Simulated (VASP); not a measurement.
# Al2C3 (P-6m2) in VASP: single point with PBE

Aim: the single point of Al2C3 with PBE.

Everything below comes from runs of VASP 6.6.1. Logs are shortened: lines on timing, memory, paths and dates and some standing lists are left out, and cuts for length are marked.

## (1) The cell of the first run

Symmetry: P-6m2, No. 187, hexagonal system. The conventional cell has a = 2.561 Å, b = 2.561 Å, c = 11.296 Å, α = 90.00°, β = 90.00°, γ = 120.00°. Al (site symmetry 3m) has 1 C at 1.97 Å and 6 Al at 2.56 Å within 2.6 Å. Within 2.0 Å of C (site symmetry -6m2) lie 3 C at 1.48 Å. Within 2.0 Å of C (site symmetry -6m2) lie 3 C at 1.48 Å. C (site symmetry -6m2) has 2 Al at 1.97 Å and 6 C at 2.56 Å within 2.6 Å.

## (2) Single point, PBE

INCAR reads:

```
PREC = Accurate
ENCUT = 520
EDIFF = 1E-6
ISMEAR = 0
SIGMA = 0.1
LREAL = False
LASPH = True
NELM = 60
ALGO = Normal
ISIF = 2
LWAVE = False
LCHARG = False
GGA = PE
NBANDS = 17
```

KPOINTS reads:

```
Automatic mesh
0
Gamma
  18 18 4
```

POSCAR reads:

```
Al2C3
1.0
    2.5607058727      0.0000000000      0.0000000000
   -1.2803529363      2.2176363373      0.0000000000
    0.0000000000      0.0000000000     11.2959281200
Al C
2 3
Direct
    0.6666666667      0.3333333333      0.3252525939
    0.6666666667      0.3333333333      0.6747474061
    0.3333333333      0.6666666667      0.0000000000
    0.6666666667      0.3333333333      0.0000000000
    0.6666666667      0.3333333333      0.5000000000
```

Potentials or basis: VASP PAW PBE potentials, release 64 (Al, C).

The run is started by

```bash
$ cat potpaw_PBE.64/Al/POTCAR potpaw_PBE.64/C/POTCAR > POTCAR
$ mpirun -np 1 vasp_std > vasp.out
```

OUTCAR:

```text
PREC = Accurate
   ENCUT = 520
   EDIFF = 1E-6
   ISMEAR = 0
   LREAL = False
   LASPH = True
   NELM = 60
   ISIF = 2
   GGA = PE

 ion  position               nearest neighbor table
   1  0.667  0.333  0.325-   5 1.97
   2  0.667  0.333  0.675-   5 1.97
   3  0.333  0.667  0.000-   4 1.48   4 1.48   4 1.48
   4  0.667  0.333  0.000-   3 1.48   3 1.48   3 1.48
   5  0.667  0.333  0.500-   1 1.97   2 1.97

  LATTYP: Found a hexagonal cell.
 ALAT       =     2.5607058727
 C/A-ratio  =     4.4112555996

  Lattice vectors:

 A1 = (   2.5607058727,   0.0000000000,   0.0000000000)
 A2 = (  -1.2803529363,   2.2176363373,   0.0000000000)
 A3 = (   0.0000000000,   0.0000000000,  11.2959281200)

Analysis of symmetry for initial positions (statically):
=====================================================================
 Subroutine PRICEL returns:
 Original cell was already a primitive cell.

 Routine SETGRP: Setting up the symmetry group for a
 hexagonal supercell.

 Subroutine GETGRP returns: Found 12 space group operations
 (whereof 12 operations were pure point group operations)
 out of a pool of 24 trial point group operations.

The static configuration has the point symmetry D_3h.

Analysis of symmetry for dynamics (positions and initial velocities):
=====================================================================
 Subroutine PRICEL returns:
 Original cell was already a primitive cell.

 Routine SETGRP: Setting up the symmetry group for a
 hexagonal supercell.

 Subroutine GETGRP returns: Found 12 space group operations
 (whereof 12 operations were pure point group operations)
 out of a pool of 24 trial point group operations.

The dynamic configuration has the point symmetry D_3h.

 Subroutine INISYM returns: Found 12 space group operations
 (whereof 12 operations are pure point group operations),
 and found     1 'primitive' translations

----------------------------------------------------------------------------------------

                                     Primitive cell

  volume of cell :      64.1463

  direct lattice vectors                    reciprocal lattice vectors
     2.560705873  0.000000000  0.000000000     0.390517322  0.225465281  0.000000000
    -1.280352936  2.217636337  0.000000000     0.000000000  0.450930562  0.000000000
     0.000000000  0.000000000 11.295928120     0.000000000  0.000000000  0.088527476

  length of vectors
     2.560705873  2.560705873 11.295928120     0.450930562  0.450930562  0.088527476

  position of ions in fractional coordinates (direct lattice)
     0.666666667  0.333333333  0.325252594
     0.666666667  0.333333333  0.674747406
     0.333333333  0.666666667  0.000000000
     0.666666667  0.333333333  0.000000000
     0.666666667  0.333333333  0.500000000

  ion indices of the primitive-cell ions
   primitive index   ion index
                 1           1
                 2           2
                 3           3
                 4           4
                 5           5

----------------------------------------------------------------------------------------

 KPOINTS: Automatic mesh

Automatic generation of k-mesh.
 Grid dimensions read from file:
 generate k-points for:   18   18    4

 Generating k-lattice:

  Cartesian coordinates                     Fractional coordinates (reciprocal lattice)
     0.021695407  0.012525849  0.000000000     0.055555556  0.000000000  0.000000000
     0.000000000  0.025051698  0.000000000     0.000000000  0.055555556  0.000000000
     0.000000000  0.000000000  0.022131869     0.000000000  0.000000000  0.250000000

  Length of vectors
     0.025051698  0.025051698  0.022131869

  Shift w.r.t. Gamma in fractional coordinates (k-lattice)
     0.000000000  0.000000000  0.000000000

 Subroutine IBZKPT returns following result:
 ===========================================

 Found    111 irreducible k-points:

 Following reciprocal coordinates:
            Coordinates               Weight
  0.000000  0.000000  0.000000      1.000000
  0.055556  0.000000  0.000000      6.000000
  0.111111  0.000000  0.000000      6.000000
  0.166667  0.000000  0.000000      6.000000
  0.222222  0.000000  0.000000      6.000000
  0.277778  0.000000  0.000000      6.000000
[... 16 lines left out ...]
  0.333333  0.111111  0.000000     12.000000
  0.388889  0.111111  0.000000     12.000000
 [... further k-points ...]
   k-points           NKPTS =    111   k-points in BZ     NKDIM =    111   number of bands    NBANDS=     17
   number of dos      NEDOS =    301   number of ions     NIONS =      5
   total plane-waves  NPLWV =  33600
   dimension x,y,z NGX =    20 NGY =   20 NGZ =   84
   dimension x,y,z NGXF=    40 NGYF=   40 NGZF=  168
   ions per type =               2   3
   NGX,Y,Z   is equivalent  to a cutoff of  12.98, 12.98, 12.36 a.u.
   NGXF,Y,Z  is equivalent  to a cutoff of  25.97, 25.97, 24.73 a.u.
 SYSTEM =  unknown system
   PREC   = accura    normal or accurate (medium, high low for compatibility)
   ISTART =      0    job   : 0-new  1-cont  2-samecut
   ICHARG =      2    charge: 1-file 2-atom 10-const
   ISPIN  =      1    spin polarized calculation?
   LNONCOLLINEAR =      F non collinear calculations
   LSORBIT =      F    spin-orbit coupling
   LASPH  =      T    aspherical Exc in radial PAW
   ENCUT  =  520.0 eV  38.22 Ry    6.18 a.u.   4.76  4.76 21.00*2*pi/ulx,y,z
   NELM   =     60;   NELMIN=  2; NELMDL= -5     # of ELM steps
   EDIFF  = 0.1E-05   stopping-criterion for ELM
   LREAL  =      F    real-space projection
   EDIFFG = 0.1E-04   stopping-criterion for IOM
   NSW    =      0    number of steps for IOM
   IBRION =     -1    ionic relax: 0-MD 1-quasi-New 2-CG
   NFREE  =      0    steps in history (QN), initial steepest desc. (CG)
   ISIF   =      2    stress and relaxation
   ISYM   =      2    0-nonsym 1-usesym 2-fastsym
   POTIM  = 0.5000    time-step for ionic-motion
   TEBEG  =    0.0;   TEEND  =   0.0 temperature during run
   PSTRESS=    0.0 pullay stress
   NELECT =      18.0000    total number of electrons
   NUPDOWN=      -1.0000    fix difference up-down
   EMIN   =  10.00;   EMAX   =-10.00  energy-range for DOS
   EFERMI =   0.00;   METHOD = LEGACY
   ISMEAR =     0;   SIGMA  =   0.10  broadening in eV -4-tet -1-fermi 0-gaus
   EFERMI_NEDOS =   21; number of points for ismear=-14 and -15
   IALGO  =     38    algorithm
   IMIX   =      4    mixing-type and parameters
     AMIX     =   0.40;   BMIX     =  1.00
     AMIX_MAG =   1.60;   BMIX_MAG =  1.00
  volume/ion in A,a.u.               =      12.83        86.58
  Fermi-wavevector in a.u.,A,eV,Ry     =   1.071787  2.025383 15.629375  1.148727
  Thomas-Fermi vector in A             =   2.207537
   LORBIT       =      0    0 simple, 1 ext, 2 COOP (PROOUT), +10 PAW based schemes
   GGA     = PE    functional components
   LHFCALC =     F    Hartree Fock is set to
   AEXX    =    0.0000 exact exchange contribution
   IVDW    =     0    specifies the selected vdW correction
   LEPSILON=     F    determine dielectric tensor
   LRPA    =     F    only Hartree local field effects (RPA)
 non-spin polarized calculation
 Gauss-broadening in eV      SIGMA  =   0.10
  energy-cutoff  :      520.00
  volume of cell :       64.15
 maximum number of plane-waves:      1771
 NGX is ok and might be reduce to    20
   NGX =  9   NGY =  9   NGZ = 43

 number of electron      18.0000001 magnetization

 Free energy of the ion-electron system (eV)
  ---------------------------------------------------
  ext. energy  EPLUGINS =         0.00000000
  ---------------------------------------------------
  free energy    TOTEN  =       -30.95489748 eV

  energy without entropy =      -30.94826590  energy(sigma->0) =      -30.95158169

 E-fermi :   5.8337     XC(G=0):  -9.8944

 val. band max:        5.7786647432   @ k =   0.3333   0.2778   0.0000
 cond. band min:       5.8477278667   @ k =   0.2222   0.0556   0.0000
 fundamental gap:      0.0690631236
 Fermi energy:         5.8337242093

 k-point     1 :       0.0000    0.0000    0.0000
  band No.  band energies     occupation
      1     -13.5045      2.00000
      2      -7.7495      2.00000
      3      -4.2893      2.00000
      4      -2.0012      2.00000
      5      -1.9318      2.00000
      6       1.7171      2.00000
[... 9 lines left out ...]
     16      15.1703      0.00000
     17      15.2358      0.00000

 k-point     2 :       0.0556    0.0000    0.0000
  band No.  band energies     occupation
      1     -13.4362      2.00000
      2      -7.6716      2.00000
      3      -4.1994      2.00000
      4      -1.9158      2.00000
      5      -1.8517      2.00000
      6       1.7887      2.00000
[... 9 lines left out ...]
     16      15.0173      0.00000
     17      15.3216      0.00000

 k-point     3 :       0.1111    0.0000    0.0000
  band No.  band energies     occupation
      1     -13.2317      2.00000
      2      -7.4389      2.00000
      3      -3.9304      2.00000
      4      -1.6606      2.00000
      5      -1.6123      2.00000
      6       1.0099      2.00000
[... 9 lines left out ...]
     16      14.3913      0.00000
     17      15.8230      0.00000

 k-point     4 :       0.1667    0.0000    0.0000
  band No.  band energies     occupation
      1     -12.8922      2.00000
      2      -7.0546      2.00000
      3      -3.4846      2.00000
      4      -1.2390      2.00000
      5      -1.2167      2.00000
      6      -0.1105      2.00000
[... 9 lines left out ...]
     16      15.0084      0.00000
     17      15.7068      0.00000
[... 343 lines left out ...]
      1     -10.8971      2.00000
      2      -4.8733      2.00000
      3      -4.1032      2.00000
      4      -1.1811      2.00000
      5      -0.8852      2.00000
      6       1.0385      2.00000
[... 9 lines left out ...]
     16      12.9428      0.00000
     17      15.1826      0.00000

 k-point    23 :       0.3333    0.1111    0.0000
  band No.  band energies     occupation
      1     -10.0663      2.00000
      2      -5.3781      2.00000
      3      -4.0418      2.00000
      4      -1.5241      2.00000
      5       0.1897      2.00000
      6       1.5062      2.00000
[... 9 lines left out ...]
     16      12.7464      0.00000
     17      14.0346      0.00000

 k-point    24 :       0.3889    0.1111    0.0000
  band No.  band energies     occupation
      1      -9.1711      2.00000
      2      -6.5528      2.00000
      3      -3.2759      2.00000
      4      -1.7320      2.00000
      5       0.9932      2.00000
      6       1.3631      2.00000
[... 9 lines left out ...]
     16      12.6248      0.00000
     17      12.9676      0.00000

 [... further k-points ...]
[... 5 lines left out ...]
  --------------------------------------------------------------------------------------
  -------------------------------------------------------------------------------------
  Total        0.0516462      0.0516462      0.0157223      0.0000000      0.0000000      0.0000000
  in kB        1.2899625      1.2899625      0.3926937      0.0000000      0.0000000      0.0000000
  external PRESSURE =       0.9908729 kB  Pullay stress =       0.0000000 kB

 VOLUME and BASIS-vectors are now :
 -----------------------------------------------------------------------------
  energy-cutoff  :      520.00
  volume of cell :       64.15
      direct lattice vectors                 reciprocal lattice vectors
     2.560705873  0.000000000  0.000000000     0.390517322  0.225465281  0.000000000
    -1.280352936  2.217636337  0.000000000     0.000000000  0.450930562  0.000000000
     0.000000000  0.000000000 11.295928120     0.000000000  0.000000000  0.088527476

 POSITION                                       TOTAL-FORCE (eV/Angst)
 -----------------------------------------------------------------------------------
      1.28035      0.73921      3.67403         0.000000      0.000000     -0.004488
      1.28035      0.73921      7.62190         0.000000     -0.000000      0.004488
     -0.00000      1.47842      0.00000         0.000000      0.000000      0.000000
      1.28035      0.73921      0.00000        -0.000000      0.000000      0.000000
      1.28035      0.73921      5.64796         0.000000      0.000000      0.000000
 -----------------------------------------------------------------------------------
    total drift:                               -0.000000      0.000000     -0.000000

  FREE ENERGIE OF THE ION-ELECTRON SYSTEM (eV)
  ---------------------------------------------------
  free  energy   TOTEN  =       -30.9548974775 eV

  energy  without entropy=      -30.9482658961  energy(sigma->0) =      -30.95158169
```

It took 52 s on 1 thread of Intel Xeon Platinum 8559C (Emerald Rapids), shared host; peak memory 0.23 GiB.

Results:

- Free energy: -30.9549 eV
- Pressure: 0.1 GPa
- Largest force: 0.004 eV/Å
- Band gap on the k mesh: zero (band 9 reaches 7.45 eV, above the bottom of band 10 at 4.78 eV)

Forces in eV/Å, atoms in the order of the input:
```
Al   0.000  0.000 -0.004
Al   0.000  0.000  0.004
C    0.000  0.000  0.000
C    0.000  0.000  0.000
C    0.000  0.000  0.000
```

Stress tensor (GPa, compression positive):
```
0.13 0.00 0.00
0.00 0.13 0.00
0.00 0.00 0.04
```

Levels at points of the mesh, in eV from the Fermi level:
```
           k point  band 7  band 8  band 9  band 10  band 11  band 12
(0.00, 0.00, 0.00)   -3.75   -3.75    0.41     3.35     4.31     4.31
(0.50, 0.00, 0.00)   -3.16   -2.86   -1.25    -0.28     0.57     1.27
(0.00, 0.00, 0.50)   -3.75   -3.75    1.18     2.34     4.31     4.31
(0.50, 0.00, 0.50)   -3.05   -3.02   -1.28    -0.22     0.92     0.94
```
